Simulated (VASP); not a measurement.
Wanted: the native input for a VASP 6.6.1 run.

```
Task                   : single point
Functional             : PBEsol
Potentials or basis    : VASP PAW PBE potentials, release 64 (Sb)
Cutoff                 : 520 eV
k mesh                 : 8 × 8 × 11
Occupations            : fermi-dirac, width 0.1 eV
Spin                   : no spin polarisation
Dipole correction      : no
Further INCAR settings : ALGO = Normal; EDIFF = 1e-07; NBANDS = 14
```

The structure of Sb lies in POSCAR:

```
Sb
1.0
    5.2735034175      0.0000000000      0.0000000000
   -2.6367517087      4.5669879265      0.0000000000
    0.0000000000      0.0000000000      3.1475096223
Sb
3
Direct
    1.0000000000      0.0000000000      0.0000000000
    0.3333333333      0.6666666667      0.5000000000
    0.6666666667      0.3333333333      0.5000000000
```

This cell differs from its parent crystal: volume scaled by 0.96.

One way to write it, as run:

INCAR

```
PREC = Accurate
ENCUT = 520
EDIFF = 1E-7
ISMEAR = -1
SIGMA = 0.1
LREAL = F
LASPH = T
NELM = 100
ALGO = Normal
ISIF = 2
LWAVE = F
LCHARG = T
GGA = PS
LELF = T
LVHAR = T
NBANDS = 14
```

KPOINTS

```
regular mesh
0
Gamma
  8 8 11
```

Potentials or basis: VASP PAW PBE potentials, release 64 (Sb).

Run with:

```console
$ cat potpaw_PBE.64/Sb/POTCAR > POTCAR
$ mpirun -np 1 vasp_std > vasp.out
```

It gave:

- Pressure: 2.9 GPa

Caveat: the PAW data sets were made with another functional, which shifts forces and pressure a little.

It took 65 s on 1 thread of Intel Xeon 8259CL, with other jobs on the host, peak memory 0.21 GiB.
